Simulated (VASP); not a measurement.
# Sr (Fm-3m) in VASP: further runs

Runs on Sr. Level: r2SCAN. Tasks: single point, relaxation of cell and atoms.

All numbers are computed with VASP 6.6.1; they aren't measurements. Logs are shortened: lines on timing, memory, paths and dates and some standing lists are left out, and cuts for length are marked.

### Step 1. The cell of the first run

Symmetry: Fm-3m, No. 225, cubic system. Conventional cell: a = 6.101 Å, b = 6.101 Å, c = 6.101 Å, α = 90.00°, β = 90.00°, γ = 90.00°. Within 5.7 Å of Sr (site symmetry m-3m) lie 12 Sr at 4.31 Å.

### Step 2. Single point, r2SCAN

POSCAR reads:

```
Sr
1.0
    0.0000000000      3.0502628585      3.0502628585
    3.0502628585      0.0000000000      3.0502628585
    3.0502628585      3.0502628585      0.0000000000
Sr
1
Direct
    0.0000000000      0.0000000000      0.0000000000
```

INCAR.step1 reads:

```
ALGO = Normal ; EDIFF = 1E-4
ENCUT = 520 ; GGA = PE
ISMEAR = 0 ; LASPH = T
LCHARG = F ; LREAL = F
LWAVE = T ; NBANDS = 11
NELM = 60 ; PREC = Accurate
SIGMA = 0.1
```

INCAR.step2 reads:

```
ALGO = Normal ; EDIFF = 1E-6
ENCUT = 520 ; ISIF = 2
ISMEAR = 0 ; ISTART = 1
LASPH = T ; LCHARG = F
LMIXTAU = T ; LREAL = F
LWAVE = F ; METAGGA = R2SCAN
NBANDS = 11 ; NELM = 60
PREC = Accurate ; SIGMA = 0.1
```

KPOINTS reads:

```
k-points
0
Gamma
  16 16 16
```

Potentials or basis: VASP PAW PBE potentials, release 64 (Sr_sv).

The run is started by

```bash
> cat potpaw_PBE.64/Sr_sv/POTCAR > POTCAR
> cp INCAR.step1 INCAR
> mpirun -np 1 vasp_std > vasp.out
> cp INCAR.step2 INCAR
> mpirun -np 1 vasp_std > vasp.out
```

OUTCAR:

```text
EDIFF = 1E-6
   ENCUT = 520
   ISIF = 2
   ISMEAR = 0
   ISTART = 1
   LASPH = T
   LREAL = F
   METAGGA = R2SCAN
   NELM = 60
   PREC = Accurate

 ion  position               nearest neighbor table
   1  0.000  0.000  0.000-

  LATTYP: Found a face centered cubic cell.
 ALAT       =     6.1005257170

  Lattice vectors:

 A1 = (   0.0000000000,   3.0502628585,   3.0502628585)
 A2 = (   3.0502628585,   0.0000000000,   3.0502628585)
 A3 = (   3.0502628585,   3.0502628585,   0.0000000000)

Analysis of symmetry for initial positions (statically):
=====================================================================
 Subroutine PRICEL returns:
 Original cell was already a primitive cell.

 Routine SETGRP: Setting up the symmetry group for a
 face centered cubic supercell.

 Subroutine GETGRP returns: Found 48 space group operations
 (whereof 48 operations were pure point group operations)
 out of a pool of 48 trial point group operations.

The static configuration has the point symmetry O_h .

Analysis of symmetry for dynamics (positions and initial velocities):
=====================================================================
 Subroutine PRICEL returns:
 Original cell was already a primitive cell.

 Routine SETGRP: Setting up the symmetry group for a
 face centered cubic supercell.

 Subroutine GETGRP returns: Found 48 space group operations
 (whereof 48 operations were pure point group operations)
 out of a pool of 48 trial point group operations.

The dynamic configuration has the point symmetry O_h .

 Subroutine INISYM returns: Found 48 space group operations
 (whereof 48 operations are pure point group operations),
 and found     1 'primitive' translations

----------------------------------------------------------------------------------------

                                     Primitive cell

  volume of cell :      56.7599

  direct lattice vectors                    reciprocal lattice vectors
     0.000000000  3.050262859  3.050262859    -0.163920299  0.163920299  0.163920299
     3.050262859  0.000000000  3.050262859     0.163920299 -0.163920299  0.163920299
     3.050262859  3.050262859  0.000000000     0.163920299  0.163920299 -0.163920299

  length of vectors
     4.313723103  4.313723103  4.313723103     0.283918286  0.283918286  0.283918286

  position of ions in fractional coordinates (direct lattice)
     0.000000000  0.000000000  0.000000000

  ion indices of the primitive-cell ions
   primitive index   ion index
                 1           1

----------------------------------------------------------------------------------------

 KPOINTS: k-points

Automatic generation of k-mesh.
 Grid dimensions read from file:
 generate k-points for:   16   16   16

 Generating k-lattice:

  Cartesian coordinates                     Fractional coordinates (reciprocal lattice)
    -0.010245019  0.010245019  0.010245019     0.062500000  0.000000000  0.000000000
     0.010245019 -0.010245019  0.010245019     0.000000000  0.062500000  0.000000000
     0.010245019  0.010245019 -0.010245019     0.000000000  0.000000000  0.062500000

  Length of vectors
     0.017744893  0.017744893  0.017744893

  Shift w.r.t. Gamma in fractional coordinates (k-lattice)
     0.000000000  0.000000000  0.000000000

 Subroutine IBZKPT returns following result:
 ===========================================

 Found    145 irreducible k-points:

 Following reciprocal coordinates:
            Coordinates               Weight
  0.000000  0.000000  0.000000      1.000000
  0.062500  0.000000  0.000000      8.000000
  0.125000  0.000000  0.000000      8.000000
  0.187500  0.000000  0.000000      8.000000
  0.250000  0.000000  0.000000      8.000000
  0.312500  0.000000  0.000000      8.000000
[... 16 lines left out ...]
 -0.125000  0.062500  0.000000     24.000000
 -0.062500  0.062500  0.000000     12.000000
 [... further k-points ...]
   k-points           NKPTS =    145   k-points in BZ     NKDIM =    145   number of bands    NBANDS=     11
   number of dos      NEDOS =    301   number of ions     NIONS =      1
   total plane-waves  NPLWV =  32768
   dimension x,y,z NGX =    32 NGY =   32 NGZ =   32
   dimension x,y,z NGXF=    64 NGYF=   64 NGZF=   64
   ions per type =               1
   NGX,Y,Z   is equivalent  to a cutoff of  12.33, 12.33, 12.33 a.u.
   NGXF,Y,Z  is equivalent  to a cutoff of  24.66, 24.66, 24.66 a.u.
 SYSTEM =  unknown system
   PREC   = accura    normal or accurate (medium, high low for compatibility)
   ISTART =      1    job   : 0-new  1-cont  2-samecut
   ICHARG =      0    charge: 1-file 2-atom 10-const
   ISPIN  =      1    spin polarized calculation?
   LNONCOLLINEAR =      F non collinear calculations
   LSORBIT =      F    spin-orbit coupling
   LASPH  =      T    aspherical Exc in radial PAW
   ENCUT  =  520.0 eV  38.22 Ry    6.18 a.u.   8.02  8.02  8.02*2*pi/ulx,y,z
   NELM   =     60;   NELMIN=  2; NELMDL=  0     # of ELM steps
   EDIFF  = 0.1E-05   stopping-criterion for ELM
   LREAL  =      F    real-space projection
   EDIFFG = 0.1E-04   stopping-criterion for IOM
   NSW    =      0    number of steps for IOM
   IBRION =     -1    ionic relax: 0-MD 1-quasi-New 2-CG
   NFREE  =      0    steps in history (QN), initial steepest desc. (CG)
   ISIF   =      2    stress and relaxation
   ISYM   =      2    0-nonsym 1-usesym 2-fastsym
   POTIM  = 0.5000    time-step for ionic-motion
   TEBEG  =    0.0;   TEEND  =   0.0 temperature during run
   PSTRESS=    0.0 pullay stress
   NELECT =      10.0000    total number of electrons
   NUPDOWN=      -1.0000    fix difference up-down
   EMIN   =  10.00;   EMAX   =-10.00  energy-range for DOS
   EFERMI =   0.00;   METHOD = LEGACY
   ISMEAR =     0;   SIGMA  =   0.10  broadening in eV -4-tet -1-fermi 0-gaus
   EFERMI_NEDOS =   21; number of points for ismear=-14 and -15
   IALGO  =     38    algorithm
   IMIX   =      4    mixing-type and parameters
     AMIX     =   0.40;   BMIX     =  1.00
     AMIX_MAG =   1.60;   BMIX_MAG =  1.00
  volume/ion in A,a.u.               =      56.76       383.03
  Fermi-wavevector in a.u.,A,eV,Ry     =   0.917757  1.734309 11.459879  0.842277
  Thomas-Fermi vector in A             =   2.042762
   LORBIT       =      0    0 simple, 1 ext, 2 COOP (PROOUT), +10 PAW based schemes
   METAGGA = R2SCAN    functional components
   LHFCALC =     F    Hartree Fock is set to
   AEXX    =    0.0000 exact exchange contribution
   IVDW    =     0    specifies the selected vdW correction
   LEPSILON=     F    determine dielectric tensor
   LRPA    =     F    only Hartree local field effects (RPA)
 non-spin polarized calculation
 Gauss-broadening in eV      SIGMA  =   0.10
  energy-cutoff  :      520.00
  volume of cell :       56.76
 maximum number of plane-waves:      1550
   NGX = 17   NGY = 17   NGZ = 17

 number of electron      10.0000000 magnetization

 Free energy of the ion-electron system (eV)
  ---------------------------------------------------
  ext. energy  EPLUGINS =         0.00000000
  ---------------------------------------------------
  free energy    TOTEN  =       -15.10216918 eV

  energy without entropy =      -15.09367908  energy(sigma->0) =      -15.09792413

 E-fermi :   1.4881     XC(G=0):  -7.6922

 val. band max:        1.4824259594   @ k =  -0.3125   0.3750   0.1250
 cond. band min:       1.5188201450   @ k =  -0.3125   0.4375   0.1250
 fundamental gap:      0.0363941856
 Fermi energy:         1.4881218976

 k-point     1 :       0.0000    0.0000    0.0000
  band No.  band energies     occupation
      1     -36.5882      2.00000
      2     -17.8515      2.00000
      3     -17.8515      2.00000
      4     -17.8515      2.00000
      5      -2.2888      2.00000
      6       4.1639      0.00000
      7       4.1639      0.00000
      8       4.1639      0.00000
      9       5.6615      0.00000
     10       5.6615      0.00000
     11       8.9229      0.00000

 k-point     2 :       0.0625    0.0000    0.0000
  band No.  band energies     occupation
      1     -36.5877      2.00000
      2     -17.8586      2.00000
      3     -17.8524      2.00000
      4     -17.8524      2.00000
      5      -2.2242      2.00000
      6       4.0496      0.00000
      7       4.1950      0.00000
      8       4.1950      0.00000
      9       5.6164      0.00000
     10       5.6164      0.00000
     11       9.1005      0.00000

 k-point     3 :       0.1250    0.0000    0.0000
  band No.  band energies     occupation
      1     -36.5863      2.00000
      2     -17.8789      2.00000
      3     -17.8551      2.00000
      4     -17.8551      2.00000
      5      -2.0337      2.00000
      6       3.7535      0.00000
      7       4.2707      0.00000
      8       4.2707      0.00000
      9       5.5201      0.00000
     10       5.5201      0.00000
     11       9.5185      0.00000

 k-point     4 :       0.1875    0.0000    0.0000
  band No.  band energies     occupation
      1     -36.5842      2.00000
      2     -17.9090      2.00000
      3     -17.8591      2.00000
      4     -17.8591      2.00000
      5      -1.7266      2.00000
      6       3.3621      0.00000
      7       4.3317      0.00000
      8       4.3317      0.00000
      9       5.4774      0.00000
     10       5.4774      0.00000
     11       9.2345      0.00000
[... 239 lines left out ...]
 k-point    22 :      -0.1875    0.0625    0.0000
  band No.  band energies     occupation
      1     -36.5830      2.00000
      2     -17.9220      2.00000
      3     -17.8674      2.00000
      4     -17.8588      2.00000
      5      -1.5472      2.00000
      6       3.1981      0.00000
      7       4.2362      0.00000
      8       4.4220      0.00000
      9       5.2318      0.00000
     10       5.7287      0.00000
     11       9.1576      0.00000

 k-point    23 :      -0.1250    0.0625    0.0000
  band No.  band energies     occupation
      1     -36.5853      2.00000
      2     -17.8910      2.00000
      3     -17.8619      2.00000
      4     -17.8550      2.00000
      5      -1.8883      2.00000
      6       3.5797      0.00000
      7       4.2551      0.00000
      8       4.3592      0.00000
      9       5.2863      0.00000
     10       5.6453      0.00000
     11       9.7053      0.00000

 k-point    24 :      -0.0625    0.0625    0.0000
  band No.  band energies     occupation
      1     -36.5869      2.00000
      2     -17.8687      2.00000
      3     -17.8566      2.00000
      4     -17.8528      2.00000
      5      -2.1177      2.00000
      6       3.8865      0.00000
      7       4.2221      0.00000
      8       4.2541      0.00000
      9       5.4588      0.00000
     10       5.6441      0.00000
     11       9.3729      0.00000

 [... further k-points ...]
[... 5 lines left out ...]
  --------------------------------------------------------------------------------------
  -------------------------------------------------------------------------------------
  Total        0.0045183      0.0045183      0.0045183     -0.0000000      0.0000000      0.0000000
  in kB        0.1275382      0.1275382      0.1275382     -0.0000000      0.0000000      0.0000000
  external PRESSURE =       0.1275382 kB  Pullay stress =       0.0000000 kB

 VOLUME and BASIS-vectors are now :
 -----------------------------------------------------------------------------
  energy-cutoff  :      520.00
  volume of cell :       56.76
      direct lattice vectors                 reciprocal lattice vectors
     0.000000000  3.050262859  3.050262859    -0.163920299  0.163920299  0.163920299
     3.050262859  0.000000000  3.050262859     0.163920299 -0.163920299  0.163920299
     3.050262859  3.050262859  0.000000000     0.163920299  0.163920299 -0.163920299

 POSITION                                       TOTAL-FORCE (eV/Angst)
 -----------------------------------------------------------------------------------
      0.00000      0.00000      0.00000         0.000000      0.000000     -0.000000
 -----------------------------------------------------------------------------------
    total drift:                                0.000000      0.000000      0.000000

  FREE ENERGIE OF THE ION-ELECTRON SYSTEM (eV)
  ---------------------------------------------------
  free  energy   TOTEN  =       -15.1021691819 eV

  energy  without entropy=      -15.0936790801  energy(sigma->0) =      -15.09792413
```

Run time: 8.3 min. Hardware: 1 thread of Oxide Virtual Turin-like, shared host; peak memory 0.21 GiB.

What came out:

| Item | Value |
| --- | --- |
| Free energy | -15.1022 eV |
| Pressure | 0.0 GPa |
| Band gap on the k mesh | zero (bands 5 and 6 overlap by 0.19 eV) |

Caveat: the PAW data sets were made with another functional, which shifts forces and pressure a little.

(Continued in part 2 of 2.)
